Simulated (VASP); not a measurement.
# Br (P1) in VASP: notebook

Runs on Br. Level: PBE. Tasks: single point.

Program: VASP 6.6.1. These are calculated values, not measurements. Logs are shortened: lines on timing, memory, paths and dates and some standing lists are left out, and cuts for length are marked.

### Step 1. The cell of the first run

The typed cell holds 4 atoms: a = 4.017 Å, b = 4.017 Å, c = 8.720 Å, α = 90.00°, β = 90.00°, γ = 67.78°.

### Step 2. Single point, PBE (one atom moved)

The input, INCAR:

```
SYSTEM = Br
ALGO = Normal
EDIFF = 1E-7
ENCUT = 520
GGA = PE
ISIF = 2
ISMEAR = 0
LASPH = .True.
LCHARG = .False.
LREAL = .False.
LWAVE = .False.
NBANDS = 22
NELM = 100
PREC = Accurate
SIGMA = 0.02
```

The input, KPOINTS:

```
k-points
0
Gamma
  8 8 4
  0 0 0
```

The input, POSCAR:

```
Br
1.0
    3.3350000000     -2.2400000000      0.0000000000
    3.3350000000      2.2400000000      0.0000000000
    0.0000000000      0.0000000000      8.7200000000
Br
4
Direct
    0.1091061657      0.8542311657      0.1008245413
    0.6350000000      0.3650000000      0.3900000000
    0.8650000000      0.1350000000      0.8900000000
    0.3650000000      0.6350000000      0.6100000000
```

Potentials or basis: VASP PAW PBE potentials, release 64 (Br).

Command:

```console
cat potpaw_PBE.64/Br/POTCAR > POTCAR
mpirun -np 1 vasp_std > vasp.out
```

OUTCAR:

```text
SYSTEM = Br
   EDIFF = 1E-7
   ENCUT = 520
   GGA = PE
   ISIF = 2
   ISMEAR = 0
   LASPH = .True.
   LREAL = .False.
   NELM = 100
   PREC = Accurate

 ion  position               nearest neighbor table
   1  0.109  0.854  0.101-   3 2.19
   2  0.635  0.365  0.390-   4 2.27
   3  0.865  0.135  0.890-   1 2.19
   4  0.365  0.635  0.610-   2 2.27

  LATTYP: Found a base centered orthorhombic cell.
 ALAT       =     4.4800000000
 B/A-ratio  =     1.4888392857
 C/A-ratio  =     1.9464285714

  Lattice vectors:

 A1 = (  -3.3350000000,  -2.2400000000,   0.0000000000)
 A2 = (   3.3350000000,  -2.2400000000,   0.0000000000)
 A3 = (   0.0000000000,   0.0000000000,   8.7200000000)

Analysis of symmetry for initial positions (statically):
=====================================================================
 Subroutine PRICEL returns:
 Original cell was already a primitive cell.

 Routine SETGRP: Setting up the symmetry group for a
 base centered orthorhombic supercell.

 Subroutine GETGRP returns: Found  1 space group operations
 (whereof  1 operations were pure point group operations)
 out of a pool of  8 trial point group operations.

The static configuration has the point symmetry C_1 .

Analysis of symmetry for dynamics (positions and initial velocities):
=====================================================================
 Subroutine PRICEL returns:
 Original cell was already a primitive cell.

 Routine SETGRP: Setting up the symmetry group for a
 base centered orthorhombic supercell.

 Subroutine GETGRP returns: Found  1 space group operations
 (whereof  1 operations were pure point group operations)
 out of a pool of  8 trial point group operations.

The dynamic configuration has the point symmetry C_1 .

 Subroutine INISYM returns: Found  1 space group operations
 (whereof  1 operations are pure point group operations),
 and found     1 'primitive' translations

----------------------------------------------------------------------------------------

                                     Primitive cell

  volume of cell :     130.2838

  direct lattice vectors                    reciprocal lattice vectors
     3.335000000 -2.240000000  0.000000000     0.149925037 -0.223214286  0.000000000
     3.335000000  2.240000000  0.000000000     0.149925037  0.223214286  0.000000000
     0.000000000  0.000000000  8.720000000     0.000000000  0.000000000  0.114678899

  length of vectors
     4.017440105  4.017440105  8.720000000     0.268890562  0.268890562  0.114678899

  position of ions in fractional coordinates (direct lattice)
     0.109106166  0.854231166  0.100824541
     0.635000000  0.365000000  0.390000000
     0.865000000  0.135000000  0.890000000
     0.365000000  0.635000000  0.610000000

  ion indices of the primitive-cell ions
   primitive index   ion index
                 1           1
                 2           2
                 3           3
                 4           4

----------------------------------------------------------------------------------------

 KPOINTS: k-points

Automatic generation of k-mesh.
 Grid dimensions read from file:
 generate k-points for:    8    8    4

 Generating k-lattice:

  Cartesian coordinates                     Fractional coordinates (reciprocal lattice)
     0.018740630 -0.027901786  0.000000000     0.125000000 -0.000000000  0.000000000
     0.018740630  0.027901786  0.000000000    -0.000000000  0.125000000  0.000000000
     0.000000000  0.000000000  0.028669725     0.000000000  0.000000000  0.250000000

  Length of vectors
     0.033611320  0.033611320  0.028669725

  Shift w.r.t. Gamma in fractional coordinates (k-lattice)
     0.000000000  0.000000000  0.000000000

 Subroutine IBZKPT returns following result:
 ===========================================

 Found    132 irreducible k-points:

 Following reciprocal coordinates:
            Coordinates               Weight
  0.000000  0.000000  0.000000      1.000000
  0.125000  0.000000  0.000000      2.000000
 -0.000000 -0.125000  0.000000      2.000000
  0.250000  0.000000  0.000000      2.000000
 -0.000000 -0.250000  0.000000      2.000000
  0.375000  0.000000  0.000000      2.000000
[... 16 lines left out ...]
  0.375000  0.250000  0.000000      2.000000
 -0.250000 -0.375000  0.000000      2.000000
 [... further k-points ...]
   k-points           NKPTS =    132   k-points in BZ     NKDIM =    132   number of bands    NBANDS=     22
   number of dos      NEDOS =    301   number of ions     NIONS =      4
   total plane-waves  NPLWV =  63000
   dimension x,y,z NGX =    30 NGY =   30 NGZ =   70
   dimension x,y,z NGXF=    60 NGYF=   60 NGZF=  140
   ions per type =               4
   NGX,Y,Z   is equivalent  to a cutoff of  12.41, 12.41, 13.35 a.u.
   NGXF,Y,Z  is equivalent  to a cutoff of  24.83, 24.83, 26.69 a.u.
 SYSTEM =  Br
   PREC   = accura    normal or accurate (medium, high low for compatibility)
   ISTART =      0    job   : 0-new  1-cont  2-samecut
   ICHARG =      2    charge: 1-file 2-atom 10-const
   ISPIN  =      1    spin polarized calculation?
   LNONCOLLINEAR =      F non collinear calculations
   LSORBIT =      F    spin-orbit coupling
   LASPH  =      T    aspherical Exc in radial PAW
   ENCUT  =  520.0 eV  38.22 Ry    6.18 a.u.   7.47  7.47 16.21*2*pi/ulx,y,z
   NELM   =    100;   NELMIN=  2; NELMDL= -5     # of ELM steps
   EDIFF  = 0.1E-06   stopping-criterion for ELM
   LREAL  =      F    real-space projection
   EDIFFG = 0.1E-05   stopping-criterion for IOM
   NSW    =      0    number of steps for IOM
   IBRION =     -1    ionic relax: 0-MD 1-quasi-New 2-CG
   NFREE  =      0    steps in history (QN), initial steepest desc. (CG)
   ISIF   =      2    stress and relaxation
   ISYM   =      2    0-nonsym 1-usesym 2-fastsym
   POTIM  = 0.5000    time-step for ionic-motion
   TEBEG  =    0.0;   TEEND  =   0.0 temperature during run
   PSTRESS=    0.0 pullay stress
   NELECT =      28.0000    total number of electrons
   NUPDOWN=      -1.0000    fix difference up-down
   EMIN   =  10.00;   EMAX   =-10.00  energy-range for DOS
   EFERMI =   0.00;   METHOD = LEGACY
   ISMEAR =     0;   SIGMA  =   0.02  broadening in eV -4-tet -1-fermi 0-gaus
   EFERMI_NEDOS =   21; number of points for ismear=-14 and -15
   IALGO  =     38    algorithm
   IMIX   =      4    mixing-type and parameters
     AMIX     =   0.40;   BMIX     =  1.00
     AMIX_MAG =   1.60;   BMIX_MAG =  1.00
  volume/ion in A,a.u.               =      32.57       219.80
  Fermi-wavevector in a.u.,A,eV,Ry     =   0.980612  1.853089 13.083372  0.961601
  Thomas-Fermi vector in A             =   2.111556
   LORBIT       =      0    0 simple, 1 ext, 2 COOP (PROOUT), +10 PAW based schemes
   GGA     = PE    functional components
   LHFCALC =     F    Hartree Fock is set to
   AEXX    =    0.0000 exact exchange contribution
   IVDW    =     0    specifies the selected vdW correction
   LEPSILON=     F    determine dielectric tensor
   LRPA    =     F    only Hartree local field effects (RPA)
 non-spin polarized calculation
 Gauss-broadening in eV      SIGMA  =   0.02
  energy-cutoff  :      520.00
  volume of cell :      130.28
 maximum number of plane-waves:      3548
 NGX is ok and might be reduce to    30
   NGX = 15   NGY = 15   NGZ = 33

 number of electron      27.9999999 magnetization

 Free energy of the ion-electron system (eV)
  ---------------------------------------------------
  ext. energy  EPLUGINS =         0.00000000
  ---------------------------------------------------
  free energy    TOTEN  =        -6.15331602 eV

  energy without entropy =       -6.15331602  energy(sigma->0) =       -6.15331602

 E-fermi :   0.2458     XC(G=0):  -8.0306

 val. band max:        0.1402310158   @ k =   0.0000   0.5000   0.5000
 cond. band min:       2.0553413193   @ k =  -0.0000  -0.1250   0.0000
 fundamental gap:      1.9151103035
 Fermi energy:         0.2457720715

 k-point     1 :       0.0000    0.0000    0.0000
  band No.  band energies     occupation
      1     -16.4805      2.00000
      2     -15.8297      2.00000
      3     -13.0847      2.00000
      4     -12.3551      2.00000
      5      -5.2241      2.00000
      6      -4.0108      2.00000
[... 14 lines left out ...]
     21       9.1792      0.00000
     22       9.4218      0.00000

 k-point     2 :       0.1250    0.0000    0.0000
  band No.  band energies     occupation
      1     -16.4525      2.00000
      2     -15.8086      2.00000
      3     -13.0564      2.00000
      4     -12.3845      2.00000
      5      -5.2188      2.00000
      6      -4.0819      2.00000
[... 14 lines left out ...]
     21       9.0424      0.00000
     22       9.4342      0.00000

 k-point     3 :      -0.0000   -0.1250    0.0000
  band No.  band energies     occupation
      1     -16.4503      2.00000
      2     -15.8085      2.00000
      3     -13.0580      2.00000
      4     -12.3870      2.00000
      5      -5.2233      2.00000
      6      -4.0846      2.00000
[... 14 lines left out ...]
     21       9.0805      0.00000
     22       9.4191      0.00000

 k-point     4 :       0.2500    0.0000    0.0000
  band No.  band energies     occupation
      1     -16.3831      2.00000
      2     -15.7569      2.00000
      3     -12.9780      2.00000
      4     -12.4680      2.00000
      5      -5.2040      2.00000
      6      -4.3113      2.00000
[... 14 lines left out ...]
     21       9.0333      0.00000
     22       9.8051      0.00000

 k-point     5 :      -0.0000   -0.2500    0.0000
  band No.  band energies     occupation
      1     -16.3751      2.00000
      2     -15.7567      2.00000
      3     -12.9839      2.00000
      4     -12.4769      2.00000
      5      -5.2201      2.00000
      6      -4.3190      2.00000
[... 14 lines left out ...]
     21       9.1351      0.00000
     22       9.8129      0.00000

 k-point     6 :       0.3750    0.0000    0.0000
  band No.  band energies     occupation
      1     -16.3104      2.00000
      2     -15.7041      2.00000
      3     -12.8651      2.00000
      4     -12.5901      2.00000
      5      -5.1538      2.00000
      6      -4.6565      2.00000
[... 14 lines left out ...]
     21       9.4161      0.00000
     22      10.5779      0.00000

 k-point     7 :      -0.0000   -0.3750    0.0000
  band No.  band energies     occupation
      1     -16.2956      2.00000
      2     -15.7042      2.00000
      3     -12.8760      2.00000
      4     -12.6056      2.00000
      5      -5.1817      2.00000
      6      -4.6689      2.00000
[... 324 lines left out ...]
      6      -4.5658      2.00000
[... 14 lines left out ...]
     21       9.5601      0.00000
     22      10.1135      0.00000

 k-point    21 :      -0.1250    0.1250    0.0000
  band No.  band energies     occupation
      1     -16.4026      2.00000
      2     -15.7776      2.00000
      3     -13.0049      2.00000
      4     -12.4681      2.00000
      5      -5.2290      2.00000
      6      -4.2691      2.00000
[... 14 lines left out ...]
     21       9.2682      0.00000
     22       9.3196      0.00000

 k-point    22 :       0.2500    0.2500    0.0000
  band No.  band energies     occupation
      1     -16.3712      2.00000
      2     -15.7301      2.00000
      3     -12.9841      2.00000
      4     -12.3497      2.00000
      5      -5.1297      2.00000
      6      -4.1248      2.00000
[... 14 lines left out ...]
     21       9.0346      0.00000
     22       9.1753      0.00000

 k-point    23 :       0.3750    0.2500    0.0000
  band No.  band energies     occupation
      1     -16.3201      2.00000
      2     -15.6866      2.00000
      3     -12.9285      2.00000
      4     -12.3825      2.00000
      5      -5.0914      2.00000
      6      -4.2356      2.00000
[... 14 lines left out ...]
     21       9.0054      0.00000
     22       9.4860      0.00000

 k-point    24 :      -0.2500   -0.3750    0.0000
  band No.  band energies     occupation
      1     -16.3142      2.00000
      2     -15.6865      2.00000
      3     -12.9330      2.00000
      4     -12.3892      2.00000
      5      -5.1050      2.00000
      6      -4.2411      2.00000
[... 14 lines left out ...]
     21       8.9201      0.00000
     22       9.4690      0.00000

 [... further k-points ...]
[... 5 lines left out ...]
  --------------------------------------------------------------------------------------
  -------------------------------------------------------------------------------------
  Total        1.2451975      2.9464939      6.3376497      0.1547794     -1.6100040     -0.2385141
  in kB       15.3129365     36.2347931     77.9378602      1.9034145    -19.7991794     -2.9331506
  external PRESSURE =      43.1618632 kB  Pullay stress =       0.0000000 kB

 VOLUME and BASIS-vectors are now :
 -----------------------------------------------------------------------------
  energy-cutoff  :      520.00
  volume of cell :      130.28
      direct lattice vectors                 reciprocal lattice vectors
     3.335000000 -2.240000000  0.000000000     0.149925037 -0.223214286  0.000000000
     3.335000000  2.240000000  0.000000000     0.149925037  0.223214286  0.000000000
     0.000000000  0.000000000  8.720000000     0.000000000  0.000000000  0.114678899

 POSITION                                       TOTAL-FORCE (eV/Angst)
 -----------------------------------------------------------------------------------
      3.21273      1.66908      0.87919        -0.069363     -1.395571      2.391031
      3.33500     -0.60480      3.40080        -0.028610     -0.586626     -1.034550
      3.33500     -1.63520      7.76080         0.087001      1.395328     -2.354334
      3.33500      0.60480      5.31920         0.010971      0.586869      0.997853
 -----------------------------------------------------------------------------------
    total drift:                               -0.000076      0.000252     -0.000073

  FREE ENERGIE OF THE ION-ELECTRON SYSTEM (eV)
  ---------------------------------------------------
  free  energy   TOTEN  =        -6.1533160219 eV

  energy  without entropy=       -6.1533160219  energy(sigma->0) =       -6.15331602
```

Run time: 3 min. Hardware: 1 thread of AMD EPYC 9R45 (Zen 5), shared host; peak memory 0.38 GiB.

What came out:

```yaml
Free_energy: -6.1533 eV
Pressure: 4.3 GPa
Largest_force: 2.769 eV/Å
Band_gap_on_the_k_mesh: 1.92 eV (least direct gap 2.01 eV)
```

Forces in eV/Å, atoms in the order of the input:
```
Br  -0.069 -1.396  2.391
Br  -0.029 -0.587 -1.035
Br   0.087  1.395 -2.354
Br   0.011  0.587  0.998
```

Caveat: the cell differs from its parent crystal (one atom moved); the cell stands under pressure; this functional lacks dispersion, which holds the molecules together, so the pressure and a relaxed volume are unreliable; forces of over 1 eV/Å act on the atoms, so gaps and moduli don't describe the material at rest. A k mesh can miss the band edges.

### Step 3. Single point, PBE (one atom moved)

The input, INCAR:

```
SYSTEM = Br
  PREC = Accurate
  ENCUT = 520
  EDIFF = 1E-7
  ISMEAR = 0
  SIGMA = 0.02
  LREAL = .FALSE.
  LASPH = .TRUE.
  NELM = 60
  ALGO = Normal
  ISIF = 2
  LWAVE = .FALSE.
  LCHARG = .FALSE.
  GGA = PE
  NBANDS = 22
```

The input, KPOINTS:

```
Automatic mesh
0
G
  8 8 4
  0 0 0
```

POSCAR: that of step 2 with these lines changed.

```diff
@@ -8,4 +8,4 @@
 Direct
-    0.1091061657      0.8542311657      0.1008245413
-    0.6350000000      0.3650000000      0.3900000000
+    0.1350000000      0.8650000000      0.1100000000
+    0.6717316777      0.3903432848      0.3803245413
     0.8650000000      0.1350000000      0.8900000000
```

Potentials or basis: VASP PAW PBE potentials, release 64 (Br).

Command:

```console
cat potpaw_PBE.64/Br/POTCAR > POTCAR
mpirun -np 1 vasp_std > vasp.out
```

It took 3.4 min on 1 thread of AMD EPYC 9R45 (Zen 5), shared host; peak memory 0.38 GiB.

It converged, with:

- Free energy: -6.3581 eV
- Pressure: 1.8 GPa
- Largest force: 1.278 eV/Å
- Band gap on the k mesh: 1.54 eV (least direct gap 1.67 eV)

Forces in eV/Å, atoms in the order of the input:
```
Br   0.071 -0.599  1.068
Br  -0.155  0.019 -0.020
Br  -0.019  0.598 -1.129
Br   0.103 -0.019  0.081
```

Stress tensor (GPa, compression positive):
```
 1.62  0.02  0.05
 0.02  1.21 -1.60
 0.05 -1.60  2.48
```

Levels at points of the mesh, in eV from the valence-band top:
| k point | band 11 | band 12 | band 13 | band 14 | band 15 | band 16 | band 17 | band 18 |
| --- | --- | --- | --- | --- | --- | --- | --- | --- |
| (0.00, 0.00, 0.00) | -1.15 | -0.53 | -0.19 | -0.13 | 1.54 | 2.49 | 5.95 | 6.58 |
| (0.50, 0.00, 0.00) | -1.16 | -1.03 | -0.47 | -0.23 | 2.16 | 2.54 | 6.91 | 7.06 |
| (0.00, 0.50, 0.00) | -1.14 | -1.07 | -0.57 | -0.39 | 2.21 | 2.53 | 6.91 | 7.15 |
| (0.50, 0.50, 0.00) | -1.70 | -1.32 | -0.58 | -0.23 | 1.57 | 2.18 | 7.06 | 7.40 |
| (0.00, 0.00, 0.50) | -1.06 | -0.98 | -0.19 | -0.14 | 1.69 | 2.06 | 6.52 | 6.73 |
| (0.50, 0.00, 0.50) | -0.77 | -0.57 | -0.17 | 0.00 | 1.75 | 2.20 | 7.11 | 7.42 |
| (0.00, 0.50, 0.50) | -0.89 | -0.72 | -0.21 | -0.06 | 1.82 | 2.22 | 7.20 | 7.61 |
| (0.50, 0.50, 0.50) | -1.18 | -1.12 | -0.87 | -0.84 | 1.59 | 1.96 | 7.81 | 7.88 |

Caveat: the cell differs from its parent crystal (one atom moved); this functional lacks dispersion, which holds the molecules together, so the pressure and a relaxed volume are unreliable; forces of over 1 eV/Å act on the atoms, so gaps and moduli don't describe the material at rest. A k mesh can miss the band edges.
